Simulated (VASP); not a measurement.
Input of a VASP 6.6.1 run:

The input INCAR:

```
PREC = Accurate
ENCUT = 600
EDIFF = 1E-7
ISMEAR = -1
SIGMA = 0.1
LREAL = False
LASPH = True
NELM = 80
ALGO = Normal
ISIF = 3
LWAVE = False
LCHARG = False
GGA = PE
IBRION = 2
NSW = 60
EDIFFG = -0.005
PSTRESS = 910.0
```

KPOINTS

```
Automatic mesh
0
Gamma
  13 13 7
```

The input POSCAR:

```
GaN
1.0
    2.8848718619      0.0000000000      0.0000000000
   -1.4424359309      2.4983723190      0.0000000000
    0.0000000000      0.0000000000      4.7023411349
Ga N
2 2
Direct
    0.3333333333      0.6666666667      0.0000000000
    0.6666666667      0.3333333333      0.5000000000
    0.3333333333      0.6666666667      0.3760000000
    0.6666666667      0.3333333333      0.8760000000
```

Potentials or basis: VASP PAW PBE potentials, release 64 (Ga_d, N).

Launch:

```sh
$ cat potpaw_PBE.64/Ga_d/POTCAR potpaw_PBE.64/N/POTCAR > POTCAR
$ mpirun -np 1 vasp_std > vasp.out
```

(1) What does it give for the relaxed volume?

(2) What does it give for the space group after relaxing (to 0.05 Å)?

Results:

(1) 8.83 Å³/atom.

(2) P6_3mc (No. 186).

Caveat: the cell is relaxed towards a set pressure, so the enthalpy falls and the energy may rise.
